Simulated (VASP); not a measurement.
CoSi2, 3 atoms in the cell. Symmetry: Fm-3m, No. 225, cubic system. Conventional cell: a = 5.465 Å, b = 5.465 Å, c = 5.465 Å, α = 90.00°, β = 90.00°, γ = 90.00°. Co (site symmetry m-3m) has 8 Si at 2.37 Å within 3.1 Å. Si (site symmetry -43m) has 4 Co at 2.37 Å and 6 Si at 2.73 Å within 3.1 Å. 

| Item | Value |
| --- | --- |
| Program | VASP 6.6.1 |
| Task | single point |
| Functional | PBE |
| Potentials or basis | VASP PAW PBE potentials, release 64 (Co, Si) |
| Cutoff | 520 eV |
| k mesh | 14 × 14 × 14 |
| Occupations | gaussian, width 0.1 eV |
| Spin | no spin polarisation |
| Dipole correction | no |
| Further INCAR settings | ALGO = Normal; EDIFF = 1e-06; NBANDS = 16 |

Potentials or basis: VASP PAW PBE potentials, release 64 (Co, Si).

Launch:

```bash
$ cat potpaw_PBE.64/Co/POTCAR potpaw_PBE.64/Si/POTCAR > POTCAR
$ mpirun -np 1 vasp_std > vasp.out
```

Hardware: 1 thread of Intel(R) Xeon(R) Platinum 8559C (Emerald Rapids) (shared host).

Estimate the wall time of this run.

Run time: 49 s on 1 thread of Intel(R) Xeon(R) Platinum 8559C (Emerald Rapids) (shared host), peak memory 0.21 GiB. Counts: scf iterations 14, k points 104.
